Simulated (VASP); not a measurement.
# SiGe3 (P6/mmm) in VASP: notebook, part 3 of 3

VASP 6.6.1.

**5. Single point, PBE**

Input file INCAR:

```
  PREC = Accurate
  ENCUT = 520
  EDIFF = 1E-7
  ISMEAR = 0
  SIGMA = 0.1
  LREAL = False
  LASPH = True
  NELM = 100
  ALGO = Normal
  ISIF = 2
  LWAVE = False
  LCHARG = False
  GGA = PE
  NBANDS = 31
```

Input file KPOINTS:

```
regular mesh
0
Gamma
  18 18 4
```

Input file POSCAR:

```
SiGe3
1.0
    2.8290619087      0.0000000000      0.0000000000
   -1.4145309544      2.4500394818      0.0000000000
    0.0000000000      0.0000000000     10.5411654996
Si Ge
1 3
Direct
    0.0000000000      0.0000000000      0.5000000000
    0.0000000000      0.0000000000      0.7436572834
    0.0000000000      0.0000000000      0.0000000000
    0.0000000000      0.0000000000      0.2563427166
```

Potentials or basis: VASP PAW PBE potentials, release 64 (Si, Ge_d).

The run is started by

```bash
$ cat potpaw_PBE.64/Si/POTCAR potpaw_PBE.64/Ge_d/POTCAR > POTCAR
$ mpirun -np 1 vasp_std > vasp.out
```

OUTCAR:

```text
PREC = Accurate
   ENCUT = 520
   EDIFF = 1E-7
   ISMEAR = 0
   LREAL = False
   LASPH = True
   NELM = 100
   ISIF = 2
   GGA = PE

 ion  position               nearest neighbor table
   1  0.000  0.000  0.500-   2 2.57   4 2.57
   2  0.000  0.000  0.744-   1 2.57   3 2.70
   3  0.000  0.000  0.000-   2 2.70   4 2.70
   4  0.000  0.000  0.256-   1 2.57   3 2.70

  LATTYP: Found a hexagonal cell.
 ALAT       =     2.8290619087
 C/A-ratio  =     3.7260285705

  Lattice vectors:

 A1 = (   2.8290619087,   0.0000000000,   0.0000000000)
 A2 = (  -1.4145309544,   2.4500394818,   0.0000000000)
 A3 = (   0.0000000000,   0.0000000000,  10.5411654996)

Analysis of symmetry for initial positions (statically):
=====================================================================
 Subroutine PRICEL returns:
 Original cell was already a primitive cell.

 Routine SETGRP: Setting up the symmetry group for a
 hexagonal supercell.

 Subroutine GETGRP returns: Found 24 space group operations
 (whereof 24 operations were pure point group operations)
 out of a pool of 24 trial point group operations.

The static configuration has the point symmetry D_6h.

Analysis of symmetry for dynamics (positions and initial velocities):
=====================================================================
 Subroutine PRICEL returns:
 Original cell was already a primitive cell.

 Routine SETGRP: Setting up the symmetry group for a
 hexagonal supercell.

 Subroutine GETGRP returns: Found 24 space group operations
 (whereof 24 operations were pure point group operations)
 out of a pool of 24 trial point group operations.

The dynamic configuration has the point symmetry D_6h.

 Subroutine INISYM returns: Found 24 space group operations
 (whereof 24 operations are pure point group operations),
 and found     1 'primitive' translations

[... 115 lines left out ...]
   IALGO  =     38    algorithm
   IMIX   =      4    mixing-type and parameters
     AMIX     =   0.40;   BMIX     =  1.00
     AMIX_MAG =   1.60;   BMIX_MAG =  1.00
  volume/ion in A,a.u.               =      18.27       123.27
  Fermi-wavevector in a.u.,A,eV,Ry     =   1.403113  2.651500 26.786153  1.968727
  Thomas-Fermi vector in A             =   2.525808
   LORBIT       =      0    0 simple, 1 ext, 2 COOP (PROOUT), +10 PAW based schemes
   GGA     = PE    functional components
   LHFCALC =     F    Hartree Fock is set to
   AEXX    =    0.0000 exact exchange contribution
   IVDW    =     0    specifies the selected vdW correction
   LEPSILON=     F    determine dielectric tensor
   LRPA    =     F    only Hartree local field effects (RPA)
 non-spin polarized calculation
 Gauss-broadening in eV      SIGMA  =   0.10
  energy-cutoff  :      520.00
  volume of cell :       73.06
 maximum number of plane-waves:      1996
 NGX is ok and might be reduce to    24
   NGX = 11   NGY = 11   NGZ = 39

 number of electron      46.0000010 magnetization

 Free energy of the ion-electron system (eV)
  ---------------------------------------------------
  ext. energy  EPLUGINS =         0.00000000
  ---------------------------------------------------
  free energy    TOTEN  =       -17.78152503 eV

  energy without entropy =      -17.77238943  energy(sigma->0) =      -17.77695723

 E-fermi :   7.0218     XC(G=0): -11.0958

 val. band max:        7.0094355223   @ k =   0.2222   0.2222   0.2500
 cond. band min:       7.0551472909   @ k =   0.2222   0.1667   0.0000
 fundamental gap:      0.0457117685
 Fermi energy:         7.0217631882

 k-point     1 :       0.0000    0.0000    0.0000
  band No.  band energies     occupation
      1     -17.7358      2.00000
      2     -17.6759      2.00000
      3     -17.6759      2.00000
      4     -17.6692      2.00000
      5     -17.6692      2.00000
      6     -17.6675      2.00000
[... 805 lines left out ...]
     30      11.1531      0.00000
     31      12.3248      0.00000

 [... further k-points ...]

------------------------ aborting loop because EDIFF is reached ----------------------------------------

  FORCE on cell =-STRESS in cart. coord.  units (eV):
  Direction    XX          YY          ZZ          XY          YZ          ZX
  --------------------------------------------------------------------------------------
  -------------------------------------------------------------------------------------
  Total        0.0125361      0.0125361     -0.0014979     -0.0000000     -0.0000000     -0.0000000
  in kB        0.2748960      0.2748960     -0.0328468     -0.0000000     -0.0000000     -0.0000000
  external PRESSURE =       0.1723151 kB  Pullay stress =       0.0000000 kB

 VOLUME and BASIS-vectors are now :
 -----------------------------------------------------------------------------
  energy-cutoff  :      520.00
  volume of cell :       73.06
      direct lattice vectors                 reciprocal lattice vectors
     2.829061909  0.000000000  0.000000000     0.353474060  0.204078344  0.000000000
    -1.414530954  2.450039482  0.000000000     0.000000000  0.408156688  0.000000000
     0.000000000  0.000000000 10.541165500     0.000000000  0.000000000  0.094866170

 POSITION                                       TOTAL-FORCE (eV/Angst)
 -----------------------------------------------------------------------------------
      0.00000      0.00000      5.27058        -0.000000      0.000000      0.000000
      0.00000      0.00000      7.83901        -0.000000      0.000000     -0.003231
      0.00000      0.00000      0.00000        -0.000000      0.000000      0.000000
      0.00000      0.00000      2.70215         0.000000     -0.000000      0.003231
 -----------------------------------------------------------------------------------
    total drift:                                0.000000      0.000000     -0.000000

  FREE ENERGIE OF THE ION-ELECTRON SYSTEM (eV)
  ---------------------------------------------------
  free  energy   TOTEN  =       -17.7815250335 eV

  energy  without entropy=      -17.7723894253  energy(sigma->0) =      -17.77695723
```

OSZICAR:

```text
N       E                     dE             d eps       ncg     rms          rms(c)
DAV:   1     0.374857518075E+03    0.37486E+03   -0.22390E+04  8280   0.391E+03
DAV:   2     0.466552263005E+02   -0.32820E+03   -0.31539E+03  6896   0.795E+02
DAV:   3    -0.148584970897E+02   -0.61514E+02   -0.60403E+02  8019   0.186E+02
DAV:   4    -0.177653875172E+02   -0.29069E+01   -0.28978E+01  7944   0.459E+01
DAV:   5    -0.178265766371E+02   -0.61189E-01   -0.61178E-01  8015   0.756E+00    0.335E+00
DAV:   6    -0.177922767249E+02    0.34300E-01   -0.90271E-02 11067   0.490E+00    0.193E+00
DAV:   7    -0.177831660294E+02    0.91107E-02   -0.58123E-02  9192   0.424E+00    0.637E-01
DAV:   8    -0.177813636169E+02    0.18024E-02   -0.18963E-02  9779   0.242E+00    0.168E-01
DAV:   9    -0.177815202751E+02   -0.15666E-03   -0.38559E-03  8373   0.611E-01    0.135E-01
DAV:  10    -0.177816366805E+02   -0.11641E-03   -0.15614E-03  9939   0.856E-01    0.779E-02
DAV:  11    -0.177815246179E+02    0.11206E-03   -0.37007E-04  9353   0.581E-01    0.113E-02
DAV:  12    -0.177815242078E+02    0.41005E-06   -0.10673E-04  9104   0.157E-01    0.867E-03
DAV:  13    -0.177815253531E+02   -0.11452E-05   -0.11664E-05  8488   0.732E-02    0.171E-03
DAV:  14    -0.177815254183E+02   -0.65203E-07   -0.11043E-06 10684   0.276E-02    0.112E-03
DAV:  15    -0.177815250515E+02    0.36679E-06   -0.21950E-07  6051   0.133E-02    0.122E-04
DAV:  16    -0.177815250335E+02    0.18024E-07   -0.91812E-08  4257   0.477E-03
   1 F= -.17781525E+02 E0= -.17776957E+02  d E =-.913561E-02
```

Wall time 3.2 min (1 thread of Intel Xeon Platinum 8259CL at 2.50GHz (Skylake/Cascade Lake), shared host); peak memory 0.34 GiB.

What came out:

```yaml
Free_energy: -17.7815 eV
Pressure: 0.0 GPa
Largest_force: 0.003 eV/Å
Band_gap_on_the_k_mesh: zero (bands 23 and 24 overlap by 9.49 eV)
```

Forces on the atoms (eV/Å):
```
Si   0.000  0.000  0.000
Ge   0.000  0.000 -0.003
Ge   0.000  0.000  0.000
Ge   0.000  0.000  0.003
```

Levels at points of the mesh, in eV from the Fermi level:
```csv
k point,band 19,band 20,band 21,band 22,band 23,band 24,band 25,band 26,band 27,band 28
"(0.00, 0.00, 0.00)",-9.01,-6.07,-0.70,-0.63,7.02,8.25,8.25,9.41,9.52,9.52
"(0.50, 0.00, 0.00)",-5.75,-4.58,-4.50,-3.38,-2.45,-1.96,3.03,3.73,3.81,4.12
"(0.00, 0.00, 0.50)",-9.97,-4.23,-4.04,3.14,3.78,8.36,8.36,8.95,8.95,10.75
"(0.50, 0.00, 0.50)",-5.48,-5.37,-4.74,-3.41,-3.12,0.15,0.56,4.14,4.29,4.63
```

**6. Overview**

| task | cell | k mesh | cutoff (eV) | gap on the mesh (eV) | pressure (GPa) | largest force (eV/Å) |
| --- | --- | --- | --- | --- | --- | --- |
| single point | a = 2.821, b = 2.821, c = 10.597 Å, angles 90.0, 90.0, 120.0°, 4 atoms, atomic positions A | 6 × 6 × 2 | 520 | none | 1.6 | 0.61 |
| single point | a = 2.787, b = 2.787, c = 11.129 Å, angles 90.0, 90.0, 120.0°, 4 atoms, atomic positions B | 6 × 6 × 2 | 520 | none | -0.1 | 0.01 |
| relaxation of cell and atoms | relaxed from a = 2.821, b = 2.821, c = 10.597 Å, angles 90.0, 90.0, 120.0°, 4 atoms, atomic positions A | 6 × 6 × 2 | 600 | - | -0.1 | - |
| single point | a = 2.829, b = 2.829, c = 10.541 Å, angles 90.0, 90.0, 120.0°, 4 atoms, atomic positions C | 18 × 18 × 4 | 520 | none | 0.0 | - |

Alike in all rows: level PBE; potentials or basis VASP PAW PBE potentials, release 64 (Si, Ge_d); no spin polarisation; smearing gaussian 0.1 eV.

Caveats: some runs use coarse meshes; the highest band is partly filled, so the run has too few bands (at least some runs).

Total energies depend on the potentials used, so only differences within one code and one set of settings carry meaning.
